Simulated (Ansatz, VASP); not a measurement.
**One calculation of Si2Ni, two programs**

```
CELL_PARAMETERS angstrom
0.00000 2.66758 2.66758
2.66758 0.00000 2.66758
2.66758 2.66758 0.00000
ATOMIC_POSITIONS crystal
Si 0.25000 0.25000 0.25000
Si 0.75000 0.75000 0.75000
Ni 0.00000 0.00000 0.00000
```

Alike in both runs: task single point; functional PBE; k mesh 14 × 14 × 14; occupations gaussian, width 0.15 eV; no spin polarisation.

|  | VASP | Ansatz |
| --- | --- | --- |
| version | VASP 6.6.1 | Ansatz 0.2.0 |
| potentials or method | VASP PAW PBE potentials, release 64 (Si, Ni), cutoff 520 eV | scalar-relativistic, plane waves, PAW |
| valence electrons in the cell | 18 | 26 |

```csv
,VASP,Ansatz,Ansatz less VASP
gap on the k mesh at the Fermi level (eV),none,none,-
pressure (GPa),10.2,10.3,+0.12
```

A gap of «none» marks a metal or a gap that the smearing closes. The functional is the same, so the differences come from potentials, cutoffs and numerics. VASP's potentials hold 18 valence electrons a cell and Ansatz's 26, so a difference there can come from the potentials and not from the codes.
